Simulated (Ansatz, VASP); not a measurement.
Al3GaAs4 in VASP and in Ansatz

Contents of INCAR:

```
PREC = Accurate
ENCUT = 520
EDIFF = 1E-6
ISMEAR = 0
SIGMA = 0.02
LREAL = False
LASPH = True
NELM = 100
ALGO = Normal
ISIF = 2
LWAVE = False
LCHARG = False
GGA = PE
NBANDS = 31
```

The input KPOINTS:

```
Automatic mesh
0
Gamma
  8 8 4
```

POSCAR

```
Al3GaAs4
1.0
    4.0554811000      0.0000000000      0.0000000000
    0.0000000000      4.0554811000      0.0000000000
    0.0000000000      0.0000000000     11.4558324000
Al Ga As
3 1 4
Direct
    0.0000000000      0.0000000000      0.7497630000
    0.0000000000      0.0000000000      0.2502370000
    0.5000000000      0.5000000000      0.5000000000
    0.5000000000      0.5000000000      0.0000000000
    0.5000000000      0.0000000000      0.8741310000
    0.0000000000      0.5000000000      0.1258690000
    0.5000000000      0.0000000000      0.3751050000
    0.0000000000      0.5000000000      0.6248950000
```

Input for Ansatz:

```yaml
crystal:
  lattice:
    - [4.0554811, 0.0, 0.0]
    - [0.0, 4.0554811, 0.0]
    - [0.0, 0.0, 11.4558324]
  atoms:
    - { symbol: Al, position: [0.0, 0.0, 0.749763] }
    - { symbol: Al, position: [0.0, 0.0, 0.250237] }
    - { symbol: Al, position: [0.5, 0.5, 0.5] }
    - { symbol: Ga, position: [0.5, 0.5, 0.0] }
    - { symbol: As, position: [0.5, 0.0, 0.874131] }
    - { symbol: As, position: [0.0, 0.5, 0.125869] }
    - { symbol: As, position: [0.5, 0.0, 0.375105] }
    - { symbol: As, position: [0.0, 0.5, 0.624895] }
basis:
  ecutwfc: 420
kpoints:
  mp_grid: { grid: [8, 8, 4] }
  band_path: { path: [VBM, CBM], npoints: 2 }
hamiltonian:
  xc: pbe
scf:
  occupations: { method: gaussian, width: 0.02 }
output:
  forces: false
  stress: false
  eigenvalues: true
checkpoint:
  read: start.run
  write: ck
  compress: false
  write_wavefunctions: false
  write_every: 100000
```

Alike in both runs: task single point; functional PBE; k mesh 8 × 8 × 4; occupations gaussian, width 0.02 eV; no spin polarisation.

|  | VASP | Ansatz |
| --- | --- | --- |
| version | VASP 6.6.1 | Ansatz 0.2.0 |
| potentials or method | VASP PAW PBE potentials, release 64 (Al, Ga_d, As), cutoff 520 eV | scalar-relativistic, plane waves, PAW |
| valence electrons in the cell | 42 | 82 |

```csv
,VASP,Ansatz,Ansatz less VASP
gap on the k mesh at the Fermi level (eV),1.27,1.27,-0.003
least direct gap on the mesh (eV),1.27,1.27,-0.003
```

With one functional, cell and mesh, what is left measures potentials, basis and numerics. VASP's potentials hold 42 valence electrons a cell and Ansatz's 82, so a difference there can come from the potentials and not from the codes.
